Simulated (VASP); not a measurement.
Wanted: the native input for a VASP 6.6.1 run.

| Quantity | Value |
| --- | --- |
| Task | single point |
| Functional | PBE |
| Potentials or basis | VASP PAW PBE potentials, release 64 (Cu, Cl) |
| Cutoff | 520 eV |
| k mesh | 4 × 6 × 1 |
| Occupations | gaussian, width 0.2 eV |
| Spin | no spin polarisation |
| Dipole correction | yes |
| Further INCAR settings | ALGO = Normal; EDIFF = 1e-06; NBANDS = 34; NELMDL = -8 |

The structure of CuCl2 lies in POSCAR:

```
CuCl2
1.0
    9.0490933391      0.0000000000      0.0000000000
    0.0000000000      4.5245466695      0.0000000000
    0.0000000000      0.0000000000     23.8000000000
Cu Cl
2 4
Direct
    0.5000000000      0.0000000000      0.2941176471
    0.0000000000      0.0000000000      0.2941176471
    0.5000000000      0.5000000000      0.2941176471
    0.0000000000      0.5000000000      0.2941176471
    0.2500000000      0.0000000000      0.2941176471
    0.7500000000      0.0000000000      0.2941176471
```

These files were run (other wordings do the same):

INCAR

```
SYSTEM = CuCl2
ALGO = Normal ; DIPOL = 0.5 0.5 0.294
EDIFF = 1E-6 ; ENCUT = 520
GGA = PE ; GGA_COMPAT = .False.
IDIPOL = 3 ; ISIF = 2
ISMEAR = 0 ; LASPH = .True.
LCHARG = .False. ; LDIPOL = .True.
LREAL = .False. ; LWAVE = .False.
NBANDS = 34 ; NELM = 120
NELMDL = -8 ; PREC = Accurate
SIGMA = 0.2
```

KPOINTS

```
k-points
0
Gamma
  4 6 1
  0 0 0
```

Potentials or basis: VASP PAW PBE potentials, release 64 (Cu, Cl).

Launch:

```sh
$ cat potpaw_PBE.64/Cu/POTCAR potpaw_PBE.64/Cl/POTCAR > POTCAR
$ mpirun -np 1 vasp_std > vasp.out
```

Results of the run:

The band gap on the k mesh is zero (bands 25 and 26 overlap by 1.28 eV).

Wall time 27 min on 1 thread of Oxide Virtual Turin-like Processor (shared host), peak memory 0.97 GiB.
